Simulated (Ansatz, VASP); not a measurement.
# HfAl3N: VASP beside Ansatz

```
CELL_PARAMETERS angstrom
4.92542 0.00000 0.00000
-2.46271 4.26554 0.00000
0.00000 0.00000 4.47226
ATOMIC_POSITIONS crystal
Hf 0.00000 0.00000 0.50000
Al 0.53241 0.00000 0.50000
Al 0.00000 0.53241 0.50000
Al 0.46759 0.46759 0.50000
N 0.00000 0.00000 0.00000
```

Alike in both runs: task single point; functional PBE; k mesh 6 × 6 × 4; occupations gaussian, width 0.1 eV; no spin polarisation.

|  | VASP | Ansatz |
| --- | --- | --- |
| version | VASP 6.6.1 | Ansatz 0.2.0 |
| potentials or method | VASP PAW PBE potentials, release 64 (Hf_pv, Al, N), cutoff 520 eV | scalar-relativistic, plane waves, PAW |
| valence electrons in the cell | 24 | 40 |

Ansatz gave:

- gap on the k mesh at the Fermi level (eV): none
- pressure (GPa): 26.2
- traceless stress, the component that is largest in VASP (GPa): -42.07
- rms of the force components (eV/Å): 1.487

What did VASP give for the same quantities?

gap on the k mesh at the Fermi level (eV): none; pressure (GPa): 26.5; traceless stress, the component that is largest in VASP (GPa): -42.45; rms of the force components (eV/Å): 1.497.

Atom by atom the forces differ by 0.010 eV/Å (rms over components). A gap of «none» marks a metal or a gap that the smearing closes. VASP's potentials hold 24 valence electrons a cell and Ansatz's 40, so a difference there can come from the potentials and not from the codes.

Neither program's run includes spin-orbit coupling.
